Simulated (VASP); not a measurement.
Input of a VASP 6.6.1 run:

File POSCAR:

```
ZnGaAs2
1.0
    0.0000000000      5.6615475861      0.0000000000
    5.6615475861      0.0000000000      0.0000000000
    2.8307737930      2.8307737930     -5.6022297789
Ga As Zn
2 4 2
Direct
    0.5000000000      0.5000000000      0.0000000000
    0.2500000000      0.7500000000      0.5000000000
    0.3750000000      0.3737789433      0.7500000000
    0.6262210567      0.1250000000      0.2500000000
    0.8750000000      0.8762210567      0.7500000000
    0.1237789433      0.6250000000      0.2500000000
    0.0000000000      0.0000000000      0.0000000000
    0.7500000000      0.2500000000      0.5000000000
```

File INCAR.step1:

```
PREC = Accurate
ENCUT = 520
ISMEAR = -1
SIGMA = 0.1
LREAL = F
LASPH = T
NELM = 100
NBANDS = 45
GGA = PE
ALGO = Normal
EDIFF = 1E-4
LWAVE = T
LCHARG = F
```

INCAR.step2

```
PREC = Accurate
ENCUT = 520
EDIFF = 1E-6
ISMEAR = -1
SIGMA = 0.1
LREAL = F
LASPH = T
NELM = 100
ALGO = Normal
ISIF = 2
LWAVE = F
LCHARG = F
METAGGA = R2SCAN
LMIXTAU = T
NBANDS = 45
ISTART = 1
```

Contents of KPOINTS:

```
Automatic mesh
0
Gamma
  4 4 4
```

Potentials or basis: VASP PAW PBE potentials, release 64 (Ga_d, As, Zn).

Command:

```sh
$ cat potpaw_PBE.64/Ga_d/POTCAR potpaw_PBE.64/As/POTCAR potpaw_PBE.64/Zn/POTCAR > POTCAR
$ cp INCAR.step1 INCAR
$ mpirun -np 1 vasp_std > vasp.out
$ cp INCAR.step2 INCAR
$ mpirun -np 1 vasp_std > vasp.out
```

(1) Predict the band gap on the k mesh.

(2) Estimate the pressure.

Results:

(1) zero (bands 35 and 36 overlap by 1.62 eV).

(2) 0.1 GPa.

Caveat: the PAW data sets were made with another functional, which shifts forces and pressure a little.
